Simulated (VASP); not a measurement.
Write the native input for VASP 6.6.1 that does the following.

```
Task                   : relaxation of the atoms
Functional             : PBEsol
Potentials or basis    : VASP PAW PBE potentials, release 64 (Zr_sv, Si, O)
Cutoff                 : 520 eV
k mesh                 : 1 × 1 × 1, shifted
Occupations            : fermi-dirac, width 0.05 eV
Spin                   : no spin polarisation
Dipole correction      : no
Further INCAR settings : LREAL = Auto; ALGO = Normal; EDIFF = 1e-07; ISYM = -1; IBRION = 2; EDIFFG = -0.03; NSW = 100
```

The structure of ZrSi11O24 (a cell with a defect) lies in POSCAR:

```
ZrSi11O24
1.0
    8.3886930000      0.0000000000      0.0000000000
    0.0000000000      8.3886930000      0.0000000000
    0.0000000000      0.0000000000      8.0356430000
Zr Si O
2 22 48
Direct
    0.9988960000      0.0035510000      0.9977210000
    0.4956350000      0.5005360000      0.3378380000
    0.9996490000      0.9980570000      0.3332870000
    0.0047570000      0.9959910000      0.6707350000
    0.0014710000      0.5001200000      0.9990640000
    0.9989840000      0.4990320000      0.3331080000
    0.9975640000      0.5003720000      0.6666180000
    0.5013580000      0.9990860000      0.9990990000
    0.5027780000      0.9989770000      0.3352940000
    0.4984450000      0.9958960000      0.6650510000
    0.5030260000      0.4977900000      0.0032760000
    0.4977220000      0.5008600000      0.6645410000
    0.2514020000      0.2513490000      0.1676730000
    0.2515270000      0.2451090000      0.5016230000
    0.2500110000      0.2480500000      0.8384610000
    0.2526020000      0.7494770000      0.1677100000
    0.2505290000      0.7502680000      0.5027750000
    0.2516700000      0.7499790000      0.8306670000
    0.7508050000      0.2542370000      0.1679170000
    0.7510190000      0.2516440000      0.5034140000
    0.7515210000      0.2482030000      0.8331340000
    0.7516030000      0.7487950000      0.1683100000
    0.7465070000      0.7533630000      0.5032550000
    0.7484770000      0.7493910000      0.8304490000
    0.1525660000      0.1531020000      0.0002210000
    0.1562010000      0.1533320000      0.3284350000
    0.1553200000      0.1497820000      0.6701820000
    0.1521370000      0.6558110000      0.9997900000
    0.1571850000      0.6571000000      0.3333000000
    0.1515090000      0.6526110000      0.6675190000
    0.6504120000      0.1551100000      0.9998770000
    0.6526920000      0.1517400000      0.3287400000
    0.6485500000      0.1551720000      0.6631560000
    0.6554690000      0.6514720000      0.9984940000
    0.6546270000      0.6507750000      0.3256320000
    0.6496120000      0.6525030000      0.6628790000
    0.3488260000      0.3486000000      0.9985860000
    0.3430230000      0.3434400000      0.3301640000
    0.3471120000      0.3448690000      0.6685560000
    0.3477220000      0.8451460000      0.0011120000
    0.3470530000      0.8453960000      0.3314110000
    0.3474140000      0.8491930000      0.6673250000
    0.8478120000      0.3521310000      0.0014000000
    0.8463670000      0.3491850000      0.3371520000
    0.8463670000      0.3423310000      0.6685910000
    0.8460260000      0.8439190000      0.0015690000
    0.8477310000      0.8485200000      0.3388350000
    0.8495110000      0.8506570000      0.6661710000
    0.0989680000      0.4031050000      0.1702440000
    0.0944660000      0.4064120000      0.4993400000
    0.0990280000      0.4011850000      0.8311450000
    0.0988950000      0.8995780000      0.1678360000
    0.0914900000      0.9037120000      0.4972880000
    0.0974540000      0.9027580000      0.8338020000
    0.5976650000      0.4013470000      0.1649110000
    0.6016320000      0.4068730000      0.5008650000
    0.5901860000      0.4033590000      0.8374410000
    0.6001080000      0.9048540000      0.1630280000
    0.5990630000      0.9019340000      0.5011070000
    0.6006830000      0.9064420000      0.8366600000
    0.4019570000      0.0915670000      0.1682800000
    0.4046890000      0.1004730000      0.5002200000
    0.4059080000      0.0952610000      0.8331010000
    0.4015000000      0.5973320000      0.1693340000
    0.4035150000      0.5945670000      0.4979940000
    0.4060080000      0.5981590000      0.8320720000
    0.9050010000      0.1017240000      0.1648890000
    0.9027350000      0.0947200000      0.4972570000
    0.9027600000      0.0937140000      0.8326740000
    0.9027540000      0.6007440000      0.1651110000
    0.9020250000      0.5914530000      0.4989540000
    0.9046500000      0.5950940000      0.8310250000
```

One way to write it, as run:

INCAR

```
PREC = Accurate ; ENCUT = 520
EDIFF = 1E-7 ; ISMEAR = -1
SIGMA = 0.05 ; LREAL = Auto
LASPH = True ; NELM = 120
ALGO = Normal ; ISIF = 2
LWAVE = False ; LCHARG = False
GGA = PS ; IBRION = 2
NSW = 100 ; EDIFFG = -0.03
ISYM = -1 ; GGA_COMPAT = False
NELMIN = 4 ; KPAR = 1
```

KPOINTS

```
explicit points
1
Reciprocal
  0.25000000   0.25000000   0.25000000 1
```

Potentials or basis: VASP PAW PBE potentials, release 64 (Zr_sv, Si, O).

The run is started by

```bash
$ cat potpaw_PBE.64/Zr_sv/POTCAR potpaw_PBE.64/Si/POTCAR potpaw_PBE.64/O/POTCAR > POTCAR
$ mpirun -np 4 vasp_std > vasp.out
```

It gave:

- Energy gained by relaxing: 183.7 meV/atom
- Ionic steps: 68
- Pressure after relaxing: 15.9 GPa
- Largest force after relaxing: 0.028 eV/Å
- Band gap on the k mesh: 4.62 eV

Caveat: the PAW data sets were made with another functional, which shifts forces and pressure a little.

It took 78 min on 4 MPI ranks on AMD EPYC 7R13 Processor (Zen 3) (shared host), peak memory 0.27 GiB a rank.
